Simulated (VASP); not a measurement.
# CaSe: relaxation of cell and atoms with PBEsol

The system is CaSe.

```
CELL_PARAMETERS angstrom
2.02410 -5.79171 0.00000
2.02410 5.79171 0.00000
0.00000 0.00000 4.47060
ATOMIC_POSITIONS crystal
Ca 0.38685 0.61315 0.75000
Ca 0.61315 0.38685 0.25000
Se 0.85650 0.14350 0.25000
Se 0.14350 0.85650 0.75000
```

```
Program                : VASP 6.6.1
Task                   : relaxation of cell and atoms
Functional             : PBEsol
Potentials or basis    : VASP PAW PBE potentials, release 64 (Ca_sv, Se)
Cutoff                 : 600 eV
k mesh                 : 6 × 6 × 6
Occupations            : fermi-dirac, width 0.03 eV
Spin                   : no spin polarisation
Dipole correction      : no
Further INCAR settings : ALGO = Normal; EDIFF = 1e-06; IBRION = 2; EDIFFG = -0.01; NSW = 100; ISIF = 3
```

```yaml
Relaxed_volume: 25.30 Å³/atom
Relaxed_cell: a = 6.296 Å, b = 6.296 Å, c = 4.316 Å, α = 90.00°, β = 90.00°, γ = 143.72°
Space_group_after_relaxing_to_0.1_Å: Cmcm (No. 63)
Energy_gained_by_relaxing: 113.7 meV/atom
Ionic_steps: 16
Pressure_after_relaxing: 0.0 GPa
Largest_force_after_relaxing: 0.004 eV/Å
Band_gap_on_the_k_mesh: 1.69 eV
```

Forces in eV/Å, atoms in the order of the input:
```
Ca   0.000  0.000  0.000
Ca   0.000  0.000  0.000
Se   0.000  0.004  0.000
Se   0.000 -0.004  0.000
```

Stress tensor (GPa, compression positive):
```
-0.06  0.00  0.00
 0.00  0.05  0.00
 0.00  0.00  0.00
```

The path:
| step | energy change (eV) | largest force (eV/Å) | pressure (GPa) | volume (Å³) |
| --- | --- | --- | --- | --- |
| 1 | 0.0000 | 1.0916 | -2.64 | 104.82 |
| 2 | -0.2413 | 0.8235 | 0.35 | 98.34 |
| 3 | -0.2635 | 0.7133 | 1.92 | 95.89 |
| 4 | -0.3617 | 0.4145 | 0.65 | 98.18 |
| 5 | -0.4140 | 0.2886 | -0.89 | 101.37 |
| 6 | -0.4444 | 0.1596 | -0.02 | 99.51 |
| 7 | -0.4462 | 0.1132 | 0.29 | 98.92 |
| 8 | -0.4489 | 0.0650 | -0.02 | 99.59 |
| 9 | -0.4491 | 0.0488 | -0.12 | 99.82 |
| 10 | -0.4509 | 0.0265 | 0.04 | 99.76 |
| 11 | -0.4513 | 0.0179 | 0.16 | 99.72 |
| 12 | -0.4530 | 0.0226 | 0.05 | 100.26 |
| 13 | -0.4544 | 0.0324 | -0.15 | 101.27 |
| 14 | -0.4548 | 0.0061 | 0.17 | 100.90 |
| 15 | -0.4549 | 0.0155 | 0.06 | 101.03 |
| 16 | -0.4550 | 0.0041 | -0.01 | 101.22 |

Final structure:
```xyz
4
Lattice="1.9600 -5.9829 0.0000 1.9600 5.9829 0.0000 0.0000 0.0000 4.3158" Properties=species:S:1:pos:R:3 pbc="T T T"
Ca    1.9600    1.5680    3.2368
Ca    1.9600   -1.5680    1.0789
Se    1.9600   -4.4834    1.0789
Se    1.9600    4.4834    3.2368
```

Levels at points of the mesh, in eV from the valence-band top:
```
           k point  band 13  band 14  band 15  band 16  band 17  band 18  band 19  band 20
(0.00, 0.00, 0.00)    -0.55    -0.50    -0.40    -0.07     1.74     2.26     2.67     2.84
(0.50, 0.00, 0.00)    -2.26    -2.08    -1.50    -0.62     2.83     3.98     4.42     4.48
(0.50, 0.50, 0.00)    -1.25    -1.05    -0.80     0.00     1.69     2.65     3.66     3.78
(0.00, 0.00, 0.50)    -1.99    -1.99    -1.18    -1.18     3.59     3.59     4.47     4.47
(0.50, 0.00, 0.50)    -2.15    -2.15    -1.02    -1.02     2.36     2.36     4.04     4.04
(0.50, 0.50, 0.50)    -1.14    -1.14    -1.13    -1.13     4.05     4.05     4.51     4.51
```

Run time: 12 min on 1 thread of AMD EPYC 9R45 96-Core Processor (Zen 5), on a shared host, peak memory 0.35 GiB.

Caveat: the PAW data sets were made with another functional, which shifts forces and pressure a little. A k mesh can miss the band edges.
